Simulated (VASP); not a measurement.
# Al16N15F (a cell with a defect) in VASP: further runs

Al16N15F (a cell with a defect) is run at these levels: PBE; tasks: single point, relaxation of the atoms.

Everything below comes from runs of VASP 6.6.1. Logs are shortened: lines on timing, memory, paths and dates and some standing lists are left out, and cuts for length are marked.

**1. The cell of the first run**

The cell holds a defect, 32 atoms: a = 6.260 Å, b = 6.260 Å, c = 10.035 Å, α = 90.00°, β = 90.00°, γ = 120.00°.

**2. Single point, PBE**

Input file INCAR:

```
SYSTEM = Al16N15F
  PREC = Accurate
  ENCUT = 520
  EDIFF = 1E-6
  ISMEAR = -1
  SIGMA = 0.01
  LREAL = Auto
  LASPH = .True.
  NELM = 60
  ALGO = Normal
  ISIF = 2
  LWAVE = .False.
  LCHARG = .False.
  GGA = PE
  NBANDS = 87
  NELECT = 128.0
```

Input file KPOINTS:

```
Automatic mesh
0
Gamma
  2 2 2
  0.5 0.5 0.5
```

Input file POSCAR:

```
Al16N15F
1.0
    6.2595139128      0.0000000578      0.0000000000
   -3.1297570064      5.4208980350      0.0000000000
    0.0000000000      0.0000000000     10.0348065929
Al N F
16 15 1
Direct
    0.3321449707      0.1666347929      0.2487692977
    0.1662812502      0.3327399078      0.5039527695
    0.3317096125      0.1672798311      0.7529895798
    0.1661043326      0.3326623928      1.0014647394
    0.3323064059      0.6633573176      0.2488211709
    0.1931118073      0.8464377552      0.5079039196
    0.3314308579      0.6615974116      0.7528725241
    0.1758473066      0.8376985784      0.9980288717
    0.8355225782      0.1666142332      0.2488411817
    0.6527196838      0.3060395094      0.5079104027
    0.8371777090      0.1672122592      0.7528558206
    0.6612287445      0.3230315432      0.9979419256
    0.8334825185      0.6652515258      0.1998816026
    0.6537273509      0.8452340605      0.5082618995
    0.8335132434      0.6653024598      0.7573047509
    0.6618209893      0.8369620478      0.9979192437
    0.3317987258      0.1672216250      0.4408074000
    0.1675851393      0.3312294911      0.1916655519
    0.3310449457      0.1677415268      0.9405617770
    0.1678633091      0.3308798674      0.6906482076
    0.3315381568      0.6658663576      0.4406713403
    0.1723139766      0.8336942374      0.1912541695
    0.3311478280      0.6658661390      0.9403089032
    0.1653084391      0.8297971396      0.6913304964
    0.8330701825      0.1673447804      0.4406915637
    0.6649367233      0.3263661769      0.1911837268
    0.8328740106      0.1674862905      0.9402384129
    0.6692530895      0.3335160259      0.6913706688
    0.6657421144      0.8333778860      0.1911426069
    0.8319222643      0.6668763535      0.9497765728
    0.6691269434      0.8291242365      0.6914030844
    0.8319791909      0.6667542545      0.4515929572
```

Potentials or basis: VASP PAW PBE potentials, release 64 (Al, N, F).

Command:

```
> cat potpaw_PBE.64/Al/POTCAR potpaw_PBE.64/N/POTCAR potpaw_PBE.64/F/POTCAR > POTCAR
> mpirun -np 1 vasp_std > vasp.out
```

OUTCAR:

```text
SYSTEM = Al16N15F
   PREC = Accurate
   ENCUT = 520
   EDIFF = 1E-6
   ISMEAR = -1
   LREAL = Auto
   LASPH = .True.
   NELM = 60
   ISIF = 2
   GGA = PE
   NELECT = 128.0

 ion  position               nearest neighbor table
   1  0.332  0.167  0.249-  18 1.87  26 1.89  22 1.90  17 1.93   4 3.07   8 3.08  12 3.09   9 3.11
                             5 3.11   6 3.13   2 3.13  10 3.13   5 3.15   9 3.15  13 3.17  13 3.17
   2  0.166  0.333  0.504-  20 1.87  17 1.90  21 1.91  25 1.91   7 3.07  11 3.07   3 3.08   5 3.13
                             9 3.13   1 3.13   6 3.13  10 3.13  14 3.13  14 3.13  10 3.13   6 3.14
   3  0.332  0.167  0.753-  20 1.88  19 1.88  24 1.93  28 1.93   6 3.02  10 3.02  12 3.04   8 3.04
                             4 3.07   2 3.08   7 3.10  11 3.10  15 3.13  15 3.13  11 3.16   7 3.16
   4  0.166  0.333  0.001-  19 1.89  23 1.91  27 1.91  18 1.91   9 3.06   5 3.06   1 3.07   7 3.07
                            11 3.07   3 3.07   8 3.13  12 3.13  16 3.13  16 3.13  12 3.13   8 3.13
   5  0.332  0.663  0.249-  22 1.88  18 1.89  29 1.90  21 1.93   4 3.06  16 3.09   8 3.09   1 3.11
                             9 3.11   2 3.13   6 3.14  14 3.14   9 3.15   1 3.15  13 3.17  13 3.17
   6  0.193  0.846  0.508-  24 1.85  21 1.86  17 1.87  32 2.04  10 2.88  14 2.89   3 3.02   7 3.02
                             1 3.13   2 3.13   2 3.14   5 3.14  15 3.17
   7  0.331  0.662  0.753-  23 1.88  20 1.90  24 1.91  31 1.93  14 3.02   6 3.02  16 3.04   8 3.05
                             4 3.07   2 3.07  11 3.09   3 3.10  15 3.13  15 3.13   3 3.16  11 3.17
   8  0.176  0.838  0.998-  23 1.87  19 1.88  30 1.93  22 1.94  13 2.75  12 3.04   3 3.04  16 3.04
                            15 3.05   7 3.05   1 3.08   5 3.09   4 3.13   4 3.13  16 3.22  12 3.22
   9  0.836  0.167  0.249-  26 1.88  18 1.89  29 1.90  25 1.93   4 3.06  16 3.09  12 3.09   1 3.11
                             5 3.11   2 3.13  10 3.13  14 3.14   5 3.15   1 3.15  13 3.17  13 3.17
  10  0.653  0.306  0.508-  28 1.85  25 1.86  17 1.87  32 2.04   6 2.88  14 2.89   3 3.02  11 3.02
                             1 3.13   2 3.13   2 3.13   9 3.13  15 3.17
  11  0.837  0.167  0.753-  27 1.88  20 1.90  28 1.91  31 1.93  14 3.02  10 3.02  16 3.04  12 3.05
                             4 3.07   2 3.07   7 3.09   3 3.10  15 3.13  15 3.13   3 3.16   7 3.17
  12  0.661  0.323  0.998-  27 1.87  19 1.88  30 1.93  26 1.94  13 2.75   8 3.04   3 3.04  16 3.04
                            15 3.05  11 3.05   1 3.09   9 3.09   4 3.13   4 3.13  16 3.22   8 3.22
  13  0.833  0.665  0.200-  29 1.82  22 1.84  26 1.84  30 2.51  32 2.53   8 2.75  12 2.75  16 2.75
                             9 3.17   5 3.17   1 3.17   1 3.17   5 3.17   9 3.17
  14  0.654  0.845  0.508-  31 1.85  25 1.88  21 1.88  32 2.02   6 2.89  10 2.89  11 3.02   7 3.02
                             2 3.13   2 3.13   9 3.14   5 3.14  15 3.17
  15  0.834  0.665  0.757-  31 1.90  28 1.92  24 1.92  30 1.93  12 3.05   8 3.05  16 3.05   7 3.13
                             3 3.13  11 3.13  11 3.13   3 3.13   7 3.13  14 3.17  10 3.17   6 3.17
  16  0.662  0.837  0.998-  27 1.88  23 1.88  30 1.91  29 1.94  13 2.75  11 3.04   7 3.04   8 3.04
                            12 3.04  15 3.05   5 3.09   9 3.09   4 3.13   4 3.13  12 3.22   8 3.22
  17  0.332  0.167  0.441-   6 1.87  10 1.87   2 1.90   1 1.93
  18  0.168  0.331  0.192-   1 1.87   9 1.89   5 1.89   4 1.91
  19  0.331  0.168  0.941-   8 1.88  12 1.88   3 1.88   4 1.89
  20  0.168  0.331  0.691-   2 1.87   3 1.88  11 1.90   7 1.90
  21  0.332  0.666  0.441-   6 1.86  14 1.88   2 1.91   5 1.93
  22  0.172  0.834  0.191-  13 1.84   5 1.88   1 1.90   8 1.94
  23  0.331  0.666  0.940-   8 1.87   7 1.88  16 1.88   4 1.91
  24  0.165  0.830  0.691-   6 1.85   7 1.91  15 1.92   3 1.93
  25  0.833  0.167  0.441-  10 1.86  14 1.88   2 1.91   9 1.93
  26  0.665  0.326  0.191-  13 1.84   9 1.88   1 1.89  12 1.94
  27  0.833  0.167  0.940-  12 1.87  11 1.88  16 1.88   4 1.91
  28  0.669  0.334  0.691-  10 1.85  11 1.91  15 1.92   3 1.93
  29  0.666  0.833  0.191-  13 1.82   9 1.90   5 1.90  16 1.94
  30  0.832  0.667  0.950-  16 1.91  12 1.93   8 1.93  15 1.93  13 2.51
  31  0.669  0.829  0.691-  14 1.85  15 1.90   7 1.93  11 1.93
  32  0.832  0.667  0.452-  14 2.02  10 2.04   6 2.04  13 2.53

  LATTYP: Found a hexagonal cell.
 ALAT       =     6.2595139128
 C/A-ratio  =     1.6031287306

  Lattice vectors:

 A1 = (   6.2595139128,   0.0000000578,   0.0000000000)
 A2 = (  -3.1297570064,   5.4208980350,   0.0000000000)
 A3 = (   0.0000000000,   0.0000000000,  10.0348065929)

Analysis of symmetry for initial positions (statically):
=====================================================================
 Subroutine PRICEL returns:
 Original cell was already a primitive cell.

 Routine SETGRP: Setting up the symmetry group for a
 hexagonal supercell.

 Subroutine GETGRP returns: Found  1 space group operations
 (whereof  1 operations were pure point group operations)
 out of a pool of 24 trial point group operations.

The static configuration has the point symmetry C_1 .

Analysis of symmetry for dynamics (positions and initial velocities):
=====================================================================
 Subroutine PRICEL returns:
 Original cell was already a primitive cell.

 Routine SETGRP: Setting up the symmetry group for a
 hexagonal supercell.

 Subroutine GETGRP returns: Found  1 space group operations
 (whereof  1 operations were pure point group operations)
 out of a pool of 24 trial point group operations.

The dynamic configuration has the point symmetry C_1 .

 Subroutine INISYM returns: Found  1 space group operations
[... 99 lines left out ...]
     0.000000000  0.000000000  0.049826571     0.000000000  0.000000000  0.500000000

  Length of vectors
     0.092235640  0.092235640  0.049826571

  Shift w.r.t. Gamma in fractional coordinates (k-lattice)
     0.500000000  0.500000000  0.500000000

 Subroutine IBZKPT returns following result:
 ===========================================

 Found     12 irreducible k-points:

 Following reciprocal coordinates:
            Coordinates               Weight
  0.250000  0.250000  0.250000      2.000000
 -0.250000  0.500000  0.250000      2.000000
  0.500000  0.250000  0.250000      2.000000
 -0.250000 -0.250000  0.250000      2.000000
  0.250000  0.500000  0.250000      2.000000
  0.500000 -0.250000  0.250000      2.000000
 -0.250000  0.250000  0.250000      2.000000
 -0.250000  0.000000  0.250000      2.000000
  0.000000 -0.250000  0.250000      2.000000
  0.250000 -0.250000  0.250000      2.000000
  0.250000  0.000000  0.250000      2.000000
  0.000000  0.250000  0.250000      2.000000
   k-points           NKPTS =     12   k-points in BZ     NKDIM =     12   number of bands    NBANDS=     87
   number of dos      NEDOS =    301   number of ions     NIONS =     32
   total plane-waves  NPLWV = 184320
   dimension x,y,z NGX =    48 NGY =   48 NGZ =   80
   dimension x,y,z NGXF=    96 NGYF=   96 NGZF=  160
   ions per type =              16  15   1
   NGX,Y,Z   is equivalent  to a cutoff of  12.75, 12.75, 13.25 a.u.
   NGXF,Y,Z  is equivalent  to a cutoff of  25.50, 25.50, 26.51 a.u.
 SYSTEM =  Al16N15F
   PREC   = accura    normal or accurate (medium, high low for compatibility)
   ISTART =      0    job   : 0-new  1-cont  2-samecut
   ICHARG =      2    charge: 1-file 2-atom 10-const
   ISPIN  =      1    spin polarized calculation?
   LNONCOLLINEAR =      F non collinear calculations
   LSORBIT =      F    spin-orbit coupling
   LASPH  =      T    aspherical Exc in radial PAW
   ENCUT  =  520.0 eV  38.22 Ry    6.18 a.u.  11.64 11.64 18.66*2*pi/ulx,y,z
   NELM   =     60;   NELMIN=  2; NELMDL= -5     # of ELM steps
   EDIFF  = 0.1E-05   stopping-criterion for ELM
   LREAL  =      T    real-space projection
   EDIFFG = 0.1E-04   stopping-criterion for IOM
   NSW    =      0    number of steps for IOM
   IBRION =     -1    ionic relax: 0-MD 1-quasi-New 2-CG
   NFREE  =      0    steps in history (QN), initial steepest desc. (CG)
   ISIF   =      2    stress and relaxation
   ISYM   =      2    0-nonsym 1-usesym 2-fastsym
   POTIM  = 0.5000    time-step for ionic-motion
   TEBEG  =    0.0;   TEEND  =   0.0 temperature during run
   PSTRESS=    0.0 pullay stress
   NELECT =     128.0000    total number of electrons
   NUPDOWN=      -1.0000    fix difference up-down
   EMIN   =  10.00;   EMAX   =-10.00  energy-range for DOS
   EFERMI =   0.00;   METHOD = LEGACY
   ISMEAR =    -1;   SIGMA  =   0.01  broadening in eV -4-tet -1-fermi 0-gaus
   EFERMI_NEDOS =   21; number of points for ismear=-14 and -15
   IALGO  =     38    algorithm
   IMIX   =      4    mixing-type and parameters
     AMIX     =   0.40;   BMIX     =  1.00
     AMIX_MAG =   1.60;   BMIX_MAG =  1.00
  volume/ion in A,a.u.               =      10.64        71.81
  Fermi-wavevector in a.u.,A,eV,Ry     =   1.181511  2.232733 18.993310  1.395969
  Thomas-Fermi vector in A             =   2.317783
   LORBIT       =      0    0 simple, 1 ext, 2 COOP (PROOUT), +10 PAW based schemes
   GGA     = PE    functional components
   LHFCALC =     F    Hartree Fock is set to
   AEXX    =    0.0000 exact exchange contribution
   IVDW    =     0    specifies the selected vdW correction
   LEPSILON=     F    determine dielectric tensor
   LRPA    =     F    only Hartree local field effects (RPA)
 non-spin polarized calculation
  energy-cutoff  :      520.00
  volume of cell :      340.50
 maximum number of plane-waves:      9165
 NGX is ok and might be reduce to    48
   NGX = 23   NGY = 23   NGZ = 37

 number of electron     127.9999981 magnetization

 Free energy of the ion-electron system (eV)
  ---------------------------------------------------
  ext. energy  EPLUGINS =         0.00000000
  ---------------------------------------------------
  free energy    TOTEN  =      -248.12292892 eV

  energy without entropy =     -248.12292892  energy(sigma->0) =     -248.12292892

 E-fermi :   6.0174     XC(G=0): -10.7197

 val. band max:        5.7711751325   @ k =  -0.2500   0.2500   0.2500
 cond. band min:       9.6315273783   @ k =   0.2500  -0.2500   0.2500
 fundamental gap:      3.8603522458
 Fermi energy:         6.0173532916

 k-point     1 :       0.2500    0.2500    0.2500
  band No.  band energies     occupation
      1     -19.6657      2.00000
      2      -8.4829      2.00000
      3      -8.0972      2.00000
      4      -7.9630      2.00000
      5      -7.7194      2.00000
      6      -7.5189      2.00000
[... 937 lines left out ...]
     75      12.3084      0.00000
     76      12.4115      0.00000
 [bands above 76 left out]

------------------------ aborting loop because EDIFF is reached ----------------------------------------

  FORCE on cell =-STRESS in cart. coord.  units (eV):
  Direction    XX          YY          ZZ          XY          YZ          ZX
  --------------------------------------------------------------------------------------
  -------------------------------------------------------------------------------------
  Total      -15.1440250    -16.9682543    -16.1782846     -1.5882373      0.0135785     -0.0588063
  in kB      -71.2575760    -79.8411694    -76.1241046     -7.4731744      0.0638913     -0.2767030
  external PRESSURE =     -75.7409500 kB  Pullay stress =       0.0000000 kB

 VOLUME and BASIS-vectors are now :
 -----------------------------------------------------------------------------
  energy-cutoff  :      520.00
  volume of cell :      340.50
      direct lattice vectors                 reciprocal lattice vectors
     6.259513913  0.000000058  0.000000000     0.159756813  0.092235641  0.000000000
    -3.129757006  5.420898035  0.000000000    -0.000000002  0.184471279  0.000000000
     0.000000000  0.000000000 10.034806593     0.000000000  0.000000000  0.099653141

 POSITION                                       TOTAL-FORCE (eV/Angst)
 -----------------------------------------------------------------------------------
      1.55754      0.90331      2.49635         0.105399     -0.064774     -0.064725
     -0.00056      1.80375      5.05707        -0.084957      0.044347     -0.095631
      1.55280      0.90681      7.55610         0.089497     -0.056028     -0.080454
     -0.00142      1.80333      0.01470        -0.124543      0.070915     -0.103013
      0.00393      3.59599      2.49687         0.119665     -0.054597     -0.082281
     -1.44036      4.58845      5.09672        -0.013283      0.028291     -0.065404
[... 24 lines left out ...]
      1.59345      4.49460      6.93810        -0.148290      0.111932      0.108813
      3.12101      3.61441      4.53165         0.030854     -0.015189      0.025304
 -----------------------------------------------------------------------------------
    total drift:                               -0.003942     -0.002531     -0.000300

  FREE ENERGIE OF THE ION-ELECTRON SYSTEM (eV)
  ---------------------------------------------------
  free  energy   TOTEN  =      -248.1229289240 eV

  energy  without entropy=     -248.1229289240  energy(sigma->0) =     -248.12292892
```

Run time: 6.4 min. Hardware: 1 thread of AMD EPYC 9R45 (Zen 5), shared host; peak memory 0.52 GiB.

Results:

```
Free energy   : -248.1229 eV
Largest force : 0.280 eV/Å
```

Forces on the atoms (eV/Å):
```
Al   0.105 -0.065 -0.065
Al  -0.085  0.044 -0.096
Al   0.089 -0.056 -0.080
Al  -0.125  0.071 -0.103
Al   0.120 -0.055 -0.082
Al  -0.013  0.028 -0.065
Al   0.094 -0.072 -0.090
Al  -0.159  0.023 -0.081
Al   0.105 -0.073 -0.082
Al  -0.037 -0.009 -0.066
Al   0.110 -0.056 -0.094
Al  -0.106  0.114 -0.076
Al   0.177 -0.104 -0.055
Al  -0.131  0.066 -0.182
Al   0.119 -0.066 -0.091
Al  -0.099  0.054 -0.088
N    0.103 -0.055  0.056
N   -0.175  0.105  0.108
N    0.205 -0.113  0.059
N   -0.174  0.102  0.116
N    0.186 -0.049  0.101
N   -0.237  0.030  0.001
N    0.201 -0.076  0.102
N   -0.163  0.083  0.118
N    0.137 -0.130  0.101
N   -0.132  0.200  0.003
N    0.167 -0.125  0.109
N   -0.166  0.099  0.113
N   -0.179  0.086  0.082
N    0.179 -0.100  0.191
N   -0.148  0.112  0.109
F    0.031 -0.015  0.025
```

Caveat: the k points lie up to 0.58 Å⁻¹ apart; the cell carries a net charge on a neutralising background, which shifts energy and pressure; the cell is charged against a uniform background, so pressure and absolute levels hang on convention.

(Continued in part 2 of 2.)
